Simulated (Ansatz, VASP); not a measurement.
## SnO2 in VASP and in Ansatz

The input INCAR:

```
SYSTEM = SnO2
ALGO = Normal
EDIFF = 1E-6
ENCUT = 520
GGA = PE
ISIF = 2
ISMEAR = 0
LASPH = .TRUE.
LCHARG = .FALSE.
LREAL = .FALSE.
LWAVE = .FALSE.
NBANDS = 35
NELM = 80
PREC = Accurate
SIGMA = 0.01
```

KPOINTS

```
k-points
0
G
  4 4 6
  0 0 0
```

POSCAR

```
SnO2
1.0
    4.8003492553      0.0000000000      0.0000000000
    0.0000000000      4.8003492553      0.0000000000
    0.0000000000      0.0000000000      3.2284324403
Sn O
2 4
Direct
    0.0000000000      0.0000000000      0.0000000000
    0.5000000000      0.5000000000      0.5000000000
    0.3071000000      0.3071000000      0.0000000000
    0.1929000000      0.8071000000      0.5000000000
    0.6929000000      0.6929000000      0.0000000000
    0.8071000000      0.1929000000      0.5000000000
```

Input for Ansatz:

```yaml
crystal:
  lattice:
    - [4.8003492553000005, 0.0, 0.0]
    - [0.0, 4.8003492553000005, 0.0]
    - [0.0, 0.0, 3.2284324402729947]
  atoms:
    - { symbol: Sn, position: [0.0, 0.0, 0.0] }
    - { symbol: Sn, position: [0.5, 0.5, 0.5] }
    - { symbol: O, position: [0.3071, 0.3071, 0.0] }
    - { symbol: O, position: [0.1929, 0.8071, 0.5] }
    - { symbol: O, position: [0.6929, 0.6929, 0.0] }
    - { symbol: O, position: [0.8071, 0.1929, 0.5] }
basis:
  ecutwfc: 517.016338673772
kpoints:
  mp_grid:
    grid: [4, 4, 6]
hamiltonian:
  xc: pbe
scf:
  occupations:
    method: fixed
output:
  stress: true
```

Alike in both runs: task single point; functional PBE; k mesh 4 × 4 × 6; no spin polarisation.

```csv
,VASP,Ansatz
version,VASP 6.6.1,Ansatz 0.2.0
potentials or method,"VASP PAW PBE potentials, release 64 (Sn_d, O), cutoff 520 eV","plane waves, PAW"
occupations,"gaussian, width 0.01 eV",fixed
valence electrons in the cell,52,52
```

|  | VASP | Ansatz | Ansatz less VASP |
| --- | --- | --- | --- |
| pressure (GPa) | 3.3 | 2.7 | -0.64 |
| traceless stress, the component that is largest in VASP (GPa) | 0.45 | 0.23 | -0.227 |
